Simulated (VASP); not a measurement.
A run of VASP 6.6.1 is set up as follows.

File POSCAR:

```
ZrS
1.0
   11.5000000000      0.0000000000      0.0000000000
    0.0000000000      9.3000000000      0.0000000000
    0.0000000000      0.0000000000      4.9225141607
Zr S
2 2
Direct
    0.4129928426      0.5000000000      0.0000000000
    0.5870071574      0.5000000000      0.5000000000
    0.3726715066      0.5000000000      0.5000000000
    0.6273284934      0.5000000000      0.0000000000
```

Contents of INCAR.step1:

```
PREC = Accurate
ENCUT = 520
ISMEAR = 0
SIGMA = 0.05
LREAL = F
LASPH = T
NELM = 150
ISPIN = 2
MAGMOM = 1.5 1.5 0.5 0.5
LMAXMIX = 4
NBANDS = 30
GGA = PE
ALGO = Normal
EDIFF = 1E-4
LWAVE = T
LCHARG = F
```

INCAR.step2

```
PREC = Accurate
ENCUT = 520
EDIFF = 1E-6
ISMEAR = 0
SIGMA = 0.05
LREAL = F
LASPH = T
NELM = 150
ALGO = Normal
ISIF = 2
LWAVE = F
LCHARG = F
ISPIN = 2
MAGMOM = 1.5 1.5 0.5 0.5
LORBIT = 11
LMAXMIX = 4
METAGGA = R2SCAN
LMIXTAU = T
NBANDS = 30
ISTART = 1
```

KPOINTS

```
Automatic mesh
0
Gamma
  1 1 14
```

Potentials or basis: VASP PAW PBE potentials, release 64 (Zr_sv, S).

Command:

```console
$ cat potpaw_PBE.64/Zr_sv/POTCAR potpaw_PBE.64/S/POTCAR > POTCAR
$ cp INCAR.step1 INCAR
$ mpirun -np 1 vasp_std > vasp.out
$ cp INCAR.step2 INCAR
$ mpirun -np 1 vasp_std > vasp.out
```

Problem. Estimate the net moment.

Solution. 2.57 μB per cell.

Problem. Estimate the site moments.

Solution. Zr +0.72; S -0.04 μB.

Problem. What does it give for the largest force?

Solution. 0.008 eV/Å.

Forces on the atoms (eV/Å):
```
Zr   0.008  0.000  0.000
Zr  -0.008  0.000  0.000
S   -0.003  0.000  0.000
S    0.003  0.000  0.000
```

Caveat: the PAW data sets were made with another functional, which shifts forces and pressure a little.
